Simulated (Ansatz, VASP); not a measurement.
## Two plane-wave programs on InSe

Contents of INCAR:

```
ALGO = Normal
DIPOL = 0.5 0.5 0.405
EDIFF = 1E-6
ENCUT = 520
GGA = PE
IDIPOL = 3
ISIF = 2
ISMEAR = 0
IVDW = 12
LASPH = T
LCHARG = F
LDIPOL = T
LREAL = F
LWAVE = F
NBANDS = 48
NELM = 80
PREC = Accurate
SIGMA = 0.05
```

File KPOINTS:

```
k-points
0
Gamma
  9 9 1
```

File POSCAR:

```
InSe
1.0
    4.0266104195      0.0000000000      0.0000000000
   -2.0133052098      3.4871469144      0.0000000000
    0.0000000000      0.0000000000     28.2707101099
Se In
4 4
Direct
    0.0000000000      0.0000000000      0.1591753438
    0.0000000000      0.0000000000      0.3496677309
    0.8888888889      0.4444444444      0.4596755796
    0.8888888889      0.4444444444      0.6501679667
    0.6666666667      0.3333333333      0.2049979929
    0.6666666667      0.3333333333      0.3038451626
    0.2222222222      0.1111111111      0.5054982288
    0.2222222222      0.1111111111      0.6043453984
```

Input for Ansatz:

```yaml
crystal:
  lattice:
    - [4.0266103962, 0.0, 0.0]
    - [-2.0133051981, 3.4871468942, 0.0]
    - [0.0, 0.0, 28.270710502]
  atoms:
    - { symbol: Se, position: [0.0, 0.0, 0.1591753415] }
    - { symbol: In, position: [0.6666666667, 0.3333333333, 0.204997989] }
    - { symbol: In, position: [0.6666666667, 0.3333333333, 0.3038451602] }
    - { symbol: Se, position: [0.0, 0.0, 0.349667733] }
    - { symbol: Se, position: [0.8888888889, 0.4444444444, 0.4596755801] }
    - { symbol: In, position: [0.2222222222, 0.1111111111, 0.5054982276] }
    - { symbol: In, position: [0.2222222222, 0.1111111111, 0.6043453988] }
    - { symbol: Se, position: [0.8888888889, 0.4444444444, 0.6501679716] }
basis:
  ecutwfc: 420
kpoints:
  mp_grid: { grid: [9, 9, 1] }
hamiltonian:
  xc: pbe
  pseudopotentials: { kind: paw, azcp: { folder: soft_1 } }
  dispersion: d3bj
scf:
  occupations: { method: gaussian, width: 0.05 }
output:
  forces: true
  eigenvalues: true
efield:
  axis: 3
  dipole_correction: true
  ramp_width: 0.04
```

Alike in both runs: task single point; functional PBE; dispersion D3(BJ); k mesh 9 × 9 × 1; occupations gaussian, width 0.05 eV; no spin polarisation.

|  | VASP | Ansatz |
| --- | --- | --- |
| version | VASP 6.6.1 | Ansatz 0.2.0 |
| potentials or method | VASP PAW PBE potentials, release 64 (Se, In_d), cutoff 520 eV | scalar-relativistic, plane waves, PAW |
| valence electrons in the cell | 76 | 116 |

Ansatz gave:

* gap on the k mesh at the Fermi level (eV): 1.09
* least direct gap on the mesh (eV): 1.15
* rms of the force components (eV/Å): 0.010

**Question.** Which values does VASP return?

**Answer.** gap on the k mesh at the Fermi level (eV): 1.08; least direct gap on the mesh (eV): 1.14; rms of the force components (eV/Å): 0.006.

VASP's potentials hold 76 valence electrons a cell and Ansatz's 116, so a difference there can come from the potentials and not from the codes.
